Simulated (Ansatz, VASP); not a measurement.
# AlN in VASP and in Ansatz

```
Al N
1.0
     0.00000    2.18399    2.18399
     2.18399    0.00000    2.18399
     2.18399    2.18399    0.00000
Al N
1 1
Direct
  0.00000 0.00000 0.00000
  0.25000 0.25000 0.25000
```

Alike in both runs: task single point; functional LDA; k mesh 8 × 8 × 8; occupations gaussian, width 0.1 eV; no spin polarisation.

|  | VASP | Ansatz |
| --- | --- | --- |
| version | VASP 6.6.1 | Ansatz 0.2.0 |
| potentials or method | VASP PAW LDA potentials, release 64 (Al, N), cutoff 600 eV | scalar-relativistic, plane waves, PAW |
| valence electrons in the cell | 8 | 8 |

|  | VASP | Ansatz | Ansatz less VASP |
| --- | --- | --- | --- |
| gap on the k mesh at the Fermi level (eV) | 3.22 | 3.24 | +0.018 |
| least direct gap on the mesh (eV) | 4.23 | 4.23 | -0.007 |
| pressure (GPa) | -3.1 | -3.6 | -0.51 |

Ansatz warns that its potentials were made for another functional, while VASP's fit it. LDA's correlation is that of Perdew and Zunger in VASP and of Perdew and Wang (1992) in Ansatz.
